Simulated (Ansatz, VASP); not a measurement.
# One calculation of Eu, two programs

The input INCAR:

```
SYSTEM = Eu
PREC = Accurate ; ENCUT = 600
EDIFF = 1E-6 ; ISMEAR = 0
SIGMA = 0.1 ; LREAL = .FALSE.
LASPH = .TRUE. ; NELM = 200
ALGO = Normal ; ISIF = 2
LWAVE = .FALSE. ; LCHARG = .TRUE.
ISPIN = 2 ; MAGMOM = 7.85
LORBIT = 11 ; LMAXMIX = 6
LDAU = .TRUE. ; LDAUTYPE = 2
LDAUL = 3 ; LDAUU = 6
LDAUJ = 0 ; LDAUPRINT = 1
GGA = PE ; LELF = .TRUE.
LVHAR = .TRUE. ; NBANDS = 18
GGA_COMPAT = .FALSE.
```

KPOINTS

```
Automatic mesh
0
G
  14 14 14
  0 0 0
```

File POSCAR:

```
Eu
1.0
   -2.2360189959      2.2360189959      2.2360189959
    2.2360189959     -2.2360189959      2.2360189959
    2.2360189959      2.2360189959     -2.2360189959
Eu
1
Direct
    0.0000000000      0.0000000000      0.0000000000
```

Input for Ansatz:

```yaml
crystal:
  lattice:
    - [-2.2360189959, 2.2360189959, 2.2360189959]
    - [2.2360189959, -2.2360189959, 2.2360189959]
    - [2.2360189959, 2.2360189959, -2.2360189959]
  atoms:
    - { symbol: Eu, position: [0.0, 0.0, 0.0], spin: 7.85 }
basis:
  ecutwfc: 420
kpoints:
  mp_grid: { grid: [14, 14, 14] }
hamiltonian:
  xc: pbe
  pseudopotentials: { kind: paw }
  hubbard: { sites: [{ species: Eu, l: f, u_eff: 6.0 }] }
scf:
  occupations: { method: gaussian, width: 0.1 }
output:
  forces: true
  stress: true
  eigenvalues: true
  populations: true
  write_density: true
  write_potential: true
  elf: true
  volumetric_format: npy
magnetization:
  spin_polarized: true
```

Alike in both runs: task single point; functional PBE; k mesh 14 × 14 × 14; occupations gaussian, width 0.1 eV; collinear spin; Hubbard terms Eu f U = 6.0 eV.

```csv
,VASP,Ansatz
version,VASP 6.6.1,Ansatz 0.2.0
potentials or method,"VASP PAW PBE potentials, release 64 (Eu), cutoff 600 eV","scalar-relativistic, plane waves, PAW"
valence electrons in the cell,17,17
```

```csv
,VASP,Ansatz,Ansatz less VASP
gap on the k mesh at the Fermi level (eV),none,none,-
pressure (GPa),1.1,0.8,-0.23
net moment per atom (μB),7.29,7.33,+0.040
size of the moment on the site where the two differ most (μB),6.80,7.12,+0.320
```

Site moments also hang on the region over which each program counts them. The programs project onto different local orbitals, so the same U acts differently, and such runs can settle in different states. A gap of «none» marks a metal or a gap that the smearing closes. Ansatz's warnings: filled band counts differ across k points, given moment on shells, stability check not made.

Neither program's run includes spin-orbit coupling.
